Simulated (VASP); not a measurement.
# AlN (Imm2) in VASP: a series of runs

Runs on AlN. Level: r2SCAN. Tasks: single point.

Program: VASP 6.6.1. These are calculated values, not measurements. Logs are shortened: lines on timing, memory, paths and dates and some standing lists are left out, and cuts for length are marked.

### Step 1. The cell of the first run

Symmetry: Imm2, No. 44, orthorhombic system. Conventional cell: a = 2.857 Å, b = 3.320 Å, c = 4.368 Å, α = 90.00°, β = 90.00°, γ = 90.00°. Within 2.4 Å of Al (site symmetry mm2) lie 4 N at 1.80 to 1.99 Å. N (site symmetry mm2) has 4 Al at 1.80 to 1.99 Å within 2.4 Å.

### Step 2. Single point, r2SCAN (strain -0.1500 x Voigt [0, 0, 0, 0, 1, 0])

POSCAR

```
AlN
1.0
   -0.1637995170      2.1839935596      2.1839935596
    2.0201940426      0.0000000000      2.0201940426
    2.1839935596      2.1839935596     -0.1637995170
Al N
1 1
Direct
    0.0000000000      0.0000000000      0.0000000000
    0.7500000000      0.7500000000      0.7500000000
```

INCAR.step1

```
ALGO = Normal
EDIFF = 1E-4
ENCUT = 520
GGA = PE
ISMEAR = 0
LASPH = True
LCHARG = False
LREAL = False
LWAVE = True
NBANDS = 11
NELM = 100
PREC = Accurate
SIGMA = 0.05
```

INCAR.step2

```
ALGO = Normal
EDIFF = 1E-6
ENCUT = 520
ISIF = 2
ISMEAR = 0
ISTART = 1
LASPH = True
LCHARG = True
LELF = True
LMIXTAU = True
LREAL = False
LVHAR = True
LWAVE = False
METAGGA = R2SCAN
NBANDS = 11
NELM = 100
PREC = Accurate
SIGMA = 0.05
```

KPOINTS

```
k-points
0
Gamma
  10 10 10
```

Potentials or basis: VASP PAW PBE potentials, release 64 (Al, N).

Run with:

```
$ cat potpaw_PBE.64/Al/POTCAR potpaw_PBE.64/N/POTCAR > POTCAR
$ cp INCAR.step1 INCAR
$ mpirun -np 1 vasp_std > vasp.out
$ cp INCAR.step2 INCAR
$ mpirun -np 1 vasp_std > vasp.out
```

OUTCAR:

```text
EDIFF = 1E-6
   ENCUT = 520
   ISIF = 2
   ISMEAR = 0
   ISTART = 1
   LASPH = True
   LREAL = False
   METAGGA = R2SCAN
   NELM = 100
   PREC = Accurate

 ion  position               nearest neighbor table
   1  0.000  0.000  0.000-   2 1.80   2 1.80   2 1.99   2 1.99
   2  0.750  0.750  0.750-   1 1.80   1 1.80   1 1.99   1 1.99

  LATTYP: Found a body centered orthorhombic cell.
 ALAT       =     2.8569858137
 B/A-ratio  =     1.1621621622
 C/A-ratio  =     1.5288795269

  Lattice vectors:

 A1 = (   2.1839935596,  -2.1839935596,  -0.1637995170)
 A2 = (  -2.1839935596,  -2.1839935596,   0.1637995170)
 A3 = (   0.1637995170,   2.1839935596,  -2.1839935596)

Analysis of symmetry for initial positions (statically):
=====================================================================
 Subroutine PRICEL returns:
 Original cell was already a primitive cell.

 Routine SETGRP: Setting up the symmetry group for a
 body centered orthorhombic supercell.

 Subroutine GETGRP returns: Found  4 space group operations
 (whereof  4 operations were pure point group operations)
 out of a pool of  8 trial point group operations.

The static configuration has the point symmetry C_2v.

Analysis of symmetry for dynamics (positions and initial velocities):
=====================================================================
 Subroutine PRICEL returns:
 Original cell was already a primitive cell.

 Routine SETGRP: Setting up the symmetry group for a
 body centered orthorhombic supercell.

 Subroutine GETGRP returns: Found  4 space group operations
 (whereof  4 operations were pure point group operations)
 out of a pool of  8 trial point group operations.

The dynamic configuration has the point symmetry C_2v.

 Subroutine INISYM returns: Found  4 space group operations
 (whereof  4 operations are pure point group operations),
 and found     1 'primitive' translations

----------------------------------------------------------------------------------------

                                     Primitive cell

  volume of cell :      20.7174

  direct lattice vectors                    reciprocal lattice vectors
    -0.163799517  2.183993560  2.183993560    -0.212965957  0.228938404  0.212965957
     2.020194043  0.000000000  2.020194043     0.247500977 -0.228938404  0.247500977
     2.183993560  2.183993560 -0.163799517     0.212965957  0.228938404 -0.212965957

  length of vectors
     3.092973653  2.856985814  3.092973653     0.378314407  0.418241868  0.378314407

  position of ions in fractional coordinates (direct lattice)
     0.000000000  0.000000000  0.000000000
     0.750000000  0.750000000  0.750000000

  ion indices of the primitive-cell ions
   primitive index   ion index
                 1           1
                 2           2

----------------------------------------------------------------------------------------

 KPOINTS: k-points

Automatic generation of k-mesh.
 Grid dimensions read from file:
 generate k-points for:   10   10   10

 Generating k-lattice:

  Cartesian coordinates                     Fractional coordinates (reciprocal lattice)
    -0.021296596  0.022893840  0.021296596     0.100000000  0.000000000 -0.000000000
     0.024750098 -0.022893840  0.024750098     0.000000000  0.100000000  0.000000000
     0.021296596  0.022893840 -0.021296596    -0.000000000  0.000000000  0.100000000

  Length of vectors
     0.037831441  0.041824187  0.037831441

  Shift w.r.t. Gamma in fractional coordinates (k-lattice)
     0.000000000  0.000000000  0.000000000

 Subroutine IBZKPT returns following result:
 ===========================================

 Found    171 irreducible k-points:

 Following reciprocal coordinates:
            Coordinates               Weight
  0.000000  0.000000  0.000000      1.000000
  0.100000  0.000000  0.000000      4.000000
  0.200000  0.000000  0.000000      4.000000
  0.300000  0.000000 -0.000000      4.000000
  0.400000  0.000000 -0.000000      4.000000
  0.500000  0.000000 -0.000000      2.000000
[... 16 lines left out ...]
 -0.400000  0.200000  0.000000      8.000000
 -0.300000  0.200000  0.000000      8.000000
 [... further k-points ...]
   k-points           NKPTS =    171   k-points in BZ     NKDIM =    171   number of bands    NBANDS=     11
   number of dos      NEDOS =    301   number of ions     NIONS =      2
   total plane-waves  NPLWV =  13824
   dimension x,y,z NGX =    24 NGY =   24 NGZ =   24
   dimension x,y,z NGXF=    48 NGYF=   48 NGZF=   48
   ions per type =               1   1
   NGX,Y,Z   is equivalent  to a cutoff of  12.90, 13.97, 12.90 a.u.
   NGXF,Y,Z  is equivalent  to a cutoff of  25.80, 27.93, 25.80 a.u.
 SYSTEM =  unknown system
   PREC   = accura    normal or accurate (medium, high low for compatibility)
   ISTART =      1    job   : 0-new  1-cont  2-samecut
   ICHARG =      0    charge: 1-file 2-atom 10-const
   ISPIN  =      1    spin polarized calculation?
   LNONCOLLINEAR =      F non collinear calculations
   LSORBIT =      F    spin-orbit coupling
   LASPH  =      T    aspherical Exc in radial PAW
   ENCUT  =  520.0 eV  38.22 Ry    6.18 a.u.   5.75  5.31  5.75*2*pi/ulx,y,z
   NELM   =    100;   NELMIN=  2; NELMDL=  0     # of ELM steps
   EDIFF  = 0.1E-05   stopping-criterion for ELM
   LREAL  =      F    real-space projection
   EDIFFG = 0.1E-04   stopping-criterion for IOM
   NSW    =      0    number of steps for IOM
   IBRION =     -1    ionic relax: 0-MD 1-quasi-New 2-CG
   NFREE  =      0    steps in history (QN), initial steepest desc. (CG)
   ISIF   =      2    stress and relaxation
   ISYM   =      2    0-nonsym 1-usesym 2-fastsym
   POTIM  = 0.5000    time-step for ionic-motion
   TEBEG  =    0.0;   TEEND  =   0.0 temperature during run
   PSTRESS=    0.0 pullay stress
   NELECT =       8.0000    total number of electrons
   NUPDOWN=      -1.0000    fix difference up-down
   EMIN   =  10.00;   EMAX   =-10.00  energy-range for DOS
   EFERMI =   0.00;   METHOD = LEGACY
   ISMEAR =     0;   SIGMA  =   0.05  broadening in eV -4-tet -1-fermi 0-gaus
   EFERMI_NEDOS =   21; number of points for ismear=-14 and -15
   IALGO  =     38    algorithm
   IMIX   =      4    mixing-type and parameters
     AMIX     =   0.40;   BMIX     =  1.00
     AMIX_MAG =   1.60;   BMIX_MAG =  1.00
  volume/ion in A,a.u.               =      10.36        69.90
  Fermi-wavevector in a.u.,A,eV,Ry     =   1.192139  2.252815 19.336524  1.421194
  Thomas-Fermi vector in A             =   2.328184
   LORBIT       =      0    0 simple, 1 ext, 2 COOP (PROOUT), +10 PAW based schemes
   METAGGA = R2SCAN    functional components
   LHFCALC =     F    Hartree Fock is set to
   AEXX    =    0.0000 exact exchange contribution
   IVDW    =     0    specifies the selected vdW correction
   LEPSILON=     F    determine dielectric tensor
   LRPA    =     F    only Hartree local field effects (RPA)
 non-spin polarized calculation
 Gauss-broadening in eV      SIGMA  =   0.05
  energy-cutoff  :      520.00
  volume of cell :       20.72
 maximum number of plane-waves:       568
   NGX = 11   NGY = 11   NGZ = 11

 number of electron       8.0000000 magnetization

 Free energy of the ion-electron system (eV)
  ---------------------------------------------------
  ext. energy  EPLUGINS =         0.00000000
  ---------------------------------------------------
  free energy    TOTEN  =       -18.82348545 eV

  energy without entropy =      -18.82348545  energy(sigma->0) =      -18.82348545

 E-fermi :   6.5589     XC(G=0): -11.4369

 val. band max:        6.2525280225   @ k =   0.0000   0.0000   0.0000
 cond. band min:       9.2595592509   @ k =   0.5000   0.0000   0.5000
 fundamental gap:      3.0070312284
 Fermi energy:         6.5589392671

 k-point     1 :       0.0000    0.0000    0.0000
  band No.  band energies     occupation
      1     -10.0518      2.00000
      2       5.3809      2.00000
      3       5.6327      2.00000
      4       6.2525      2.00000
      5      10.2151      0.00000
      6      17.3765      0.00000
      7      19.9964      0.00000
      8      21.5998      0.00000
      9      24.1228      0.00000
     10      24.7615      0.00000
     11      25.4587      0.00000

 k-point     2 :       0.1000    0.0000    0.0000
  band No.  band energies     occupation
      1      -9.9225      2.00000
      2       4.6041      2.00000
      3       5.5453      2.00000
      4       6.2077      2.00000
      5      10.9483      0.00000
      6      17.4197      0.00000
      7      19.8677      0.00000
      8      21.6070      0.00000
      9      22.9352      0.00000
     10      24.1681      0.00000
     11      25.1956      0.00000

 k-point     3 :       0.2000    0.0000    0.0000
  band No.  band energies     occupation
      1      -9.5572      2.00000
      2       2.9592      2.00000
      3       5.4883      2.00000
      4       6.0938      2.00000
      5      12.2700      0.00000
      6      17.2932      0.00000
      7      19.5732      0.00000
      8      21.1659      0.00000
      9      22.1778      0.00000
     10      24.2857      0.00000
     11      24.6530      0.00000

 k-point     4 :       0.3000    0.0000   -0.0000
  band No.  band energies     occupation
      1      -9.0358      2.00000
      2       1.3130      2.00000
      3       5.4344      2.00000
      4       5.9593      2.00000
      5      13.4095      0.00000
      6      16.8530      0.00000
      7      18.9820      0.00000
      8      20.4009      0.00000
      9      22.8835      0.00000
     10      24.5771      0.00000
     11      25.5690      0.00000

 k-point     5 :       0.4000    0.0000   -0.0000
  band No.  band energies     occupation
      1      -8.5299      2.00000
      2       0.0770      2.00000
      3       5.3969      2.00000
      4       5.8549      2.00000
      5      14.1389      0.00000
      6      16.3924      0.00000
      7      18.4593      0.00000
      8      19.8440      0.00000
      9      24.2889      0.00000
     10      25.1921      0.00000
     11      27.3591      0.00000
[... 211 lines left out ...]
 k-point    21 :       0.4000    0.2000   -0.0000
  band No.  band energies     occupation
      1      -8.4277      2.00000
      2       1.3638      2.00000
      3       4.3464      2.00000
      4       4.8382      2.00000
      5      13.0679      0.00000
      6      16.7929      0.00000
      7      18.6165      0.00000
      8      20.7669      0.00000
      9      22.4057      0.00000
     10      27.1956      0.00000
     11      28.1665      0.00000

 k-point    22 :       0.5000    0.2000   -0.0000
  band No.  band energies     occupation
      1      -8.0305      2.00000
      2       0.5304      2.00000
      3       4.0269      2.00000
      4       4.8970      2.00000
      5      13.4335      0.00000
      6      16.5048      0.00000
      7      19.0304      0.00000
      8      20.2561      0.00000
      9      23.2303      0.00000
     10      26.9696      0.00000
     11      28.5946      0.00000

 k-point    23 :      -0.4000    0.2000    0.0000
  band No.  band energies     occupation
      1      -7.9375      2.00000
      2       0.3501      2.00000
      3       3.8377      2.00000
      4       5.0760      2.00000
      5      13.9804      0.00000
      6      16.0113      0.00000
      7      18.8266      0.00000
      8      19.8824      0.00000
      9      24.0285      0.00000
     10      25.8853      0.00000
     11      29.1139      0.00000

 k-point    24 :      -0.3000    0.2000    0.0000
  band No.  band energies     occupation
      1      -8.2125      2.00000
      2       0.8954      2.00000
      3       3.8660      2.00000
      4       5.3025      2.00000
      5      14.4094      0.00000
      6      15.6621      0.00000
      7      18.3724      0.00000
      8      19.5905      0.00000
      9      23.1930      0.00000
     10      26.3029      0.00000
     11      29.0405      0.00000

 [... further k-points ...]

------------------------ aborting loop because EDIFF is reached ----------------------------------------

  FORCE on cell =-STRESS in cart. coord.  units (eV):
  Direction    XX          YY          ZZ          XY          YZ          ZX
  --------------------------------------------------------------------------------------
  -------------------------------------------------------------------------------------
  Total        0.9301130      0.4664700      0.9301130      0.0000000      0.0000000      4.7504563
  in kB       71.9303291     36.0744779     71.9303291      0.0000000      0.0000000    367.3767378
  external PRESSURE =      59.9783787 kB  Pullay stress =       0.0000000 kB

 VOLUME and BASIS-vectors are now :
 -----------------------------------------------------------------------------
  energy-cutoff  :      520.00
  volume of cell :       20.72
      direct lattice vectors                 reciprocal lattice vectors
    -0.163799517  2.183993560  2.183993560    -0.212965957  0.228938404  0.212965957
     2.020194043  0.000000000  2.020194043     0.247500977 -0.228938404  0.247500977
     2.183993560  2.183993560 -0.163799517     0.212965957  0.228938404 -0.212965957

 POSITION                                       TOTAL-FORCE (eV/Angst)
 -----------------------------------------------------------------------------------
      0.00000      0.00000      0.00000         0.000000      1.422832      0.000000
      3.03029      3.27599      3.03029        -0.000000     -1.422832     -0.000000
 -----------------------------------------------------------------------------------
    total drift:                               -0.000000     -0.008179     -0.000000

  FREE ENERGIE OF THE ION-ELECTRON SYSTEM (eV)
  ---------------------------------------------------
  free  energy   TOTEN  =       -18.8234854549 eV

  energy  without entropy=      -18.8234854549  energy(sigma->0) =      -18.82348545
```

It took 1.8 min on 1 thread of Intel Xeon 8259CL, shared host; peak memory 0.17 GiB.

Results:

```yaml
Free_energy: -18.8235 eV
Pressure: 6.0 GPa
Largest_force: 1.423 eV/Å
Band_gap_on_the_k_mesh: 3.01 eV (least direct gap 3.96 eV)
```

Forces in eV/Å, atoms in the order of the input:
```
Al   0.000  1.423  0.000
N    0.000 -1.423  0.000
```

Stress tensor (GPa, compression positive):
```
 7.19  0.00 36.74
 0.00  3.61  0.00
36.74  0.00  7.19
```

Caveat: the cell differs from its parent crystal (strain -0.1500 x Voigt [0, 0, 0, 0, 1, 0]); the cell stands under pressure; the PAW data sets were made with another functional, which shifts forces and pressure a little. A k mesh can miss the band edges.

### Step 3. Single point, r2SCAN (strain +0.1125 x Voigt [0, 0, 0, 0, 1, 0])

POSCAR

```
AlN
1.0
    0.1228496377      2.1839935596      2.1839935596
    2.3068431973      0.0000000000      2.3068431973
    2.1839935596      2.1839935596      0.1228496377
Al N
1 1
Direct
    0.0000000000      0.0000000000      0.0000000000
    0.7500000000      0.7500000000      0.7500000000
```

INCAR.step1

```
  PREC = Accurate
  ENCUT = 520
  ISMEAR = 0
  SIGMA = 0.05
  LREAL = F
  LASPH = T
  NELM = 100
  NBANDS = 11
  GGA = PE
  ALGO = Normal
  EDIFF = 1E-4
  LWAVE = T
  LCHARG = F
```

INCAR.step2

```
  PREC = Accurate
  ENCUT = 520
  EDIFF = 1E-7
  ISMEAR = 0
  SIGMA = 0.05
  LREAL = F
  LASPH = T
  NELM = 100
  ALGO = Normal
  ISIF = 2
  LWAVE = F
  LCHARG = F
  METAGGA = R2SCAN
  LMIXTAU = T
  NBANDS = 11
  ISTART = 1
```

KPOINTS

```
Automatic mesh
0
Gamma
  10 10 10
```

Potentials or basis: VASP PAW PBE potentials, release 64 (Al, N).

Run with:

```
$ cat potpaw_PBE.64/Al/POTCAR potpaw_PBE.64/N/POTCAR > POTCAR
$ cp INCAR.step1 INCAR
$ mpirun -np 1 vasp_std > vasp.out
$ cp INCAR.step2 INCAR
$ mpirun -np 1 vasp_std > vasp.out
```

It took 2.5 min on 1 thread of Intel Xeon 8259CL, shared host; peak memory 0.16 GiB.

It converged, with:

- Free energy: -18.9812 eV
- Pressure: 3.3 GPa
- Largest force: 1.034 eV/Å
- Band gap on the k mesh: 3.33 eV (least direct gap 4.29 eV)

Forces in eV/Å, atoms in the order of the input:
```
Al   0.000 -1.034  0.000
N    0.000  1.034  0.000
```

Stress tensor (GPa, compression positive):
```
  3.96   0.00 -27.21
  0.00   1.95   0.00
-27.21   0.00   3.96
```

Levels at points of the mesh, in eV from the valence-band top:
```csv
k point,band 2,band 3,band 4,band 5,band 6,band 7
"(0.00, 0.00, 0.00)",-0.64,-0.42,0.00,4.29,11.71,13.58
"(0.50, 0.00, 0.00)",-6.08,-1.08,-1.00,7.32,10.18,10.51
"(0.00, 0.50, 0.00)",-6.44,-0.74,-0.46,8.26,10.22,11.94
"(0.50, 0.50, 0.00)",-5.29,-2.14,-2.13,3.58,9.18,14.30
"(0.50, 0.00, 0.50)",-5.33,-2.83,-1.42,3.33,9.60,14.78
```

Caveat: the cell differs from its parent crystal (strain +0.1125 x Voigt [0, 0, 0, 0, 1, 0]); the cell stands under pressure; the PAW data sets were made with another functional, which shifts forces and pressure a little. A k mesh can miss the band edges.
